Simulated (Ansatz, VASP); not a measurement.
GaN in VASP and in Ansatz

```
Ga N
1.0
     3.15180    0.00000    0.00000
    -1.57590    2.72954    0.00000
     0.00000    0.00000    5.13848
Ga N
2 2
Direct
  0.66667 0.33333 0.49930
  0.33333 0.66667 0.99930
  0.66667 0.33333 0.87570
  0.33333 0.66667 0.37570
```

Alike in both runs: functional LDA; k mesh 12 × 12 × 6; occupations gaussian, width 0.02 eV; no spin polarisation.

Ansatz relaxed the structure, and its values are those at the end. VASP's run is a single point on that final structure, the one shown.

|  | VASP | Ansatz |
| --- | --- | --- |
| version | VASP 6.6.1 | Ansatz 0.2.0 |
| potentials or method | VASP PAW LDA potentials, release 64 (Ga_d, N_h), cutoff 910 eV | scalar-relativistic, plane waves, PAW |
| valence electrons in the cell | 36 | 36 |

```csv
,VASP,Ansatz,Ansatz less VASP
gap on the k mesh at the Fermi level (eV),2.15,2.13,-0.018
least direct gap on the mesh (eV),2.15,2.13,-0.018
```

LDA's correlation is that of Perdew and Zunger in VASP and of Perdew and Wang (1992) in Ansatz.

Noted on VASP's run: the cutoff is short for stress, so the pressure is rough.
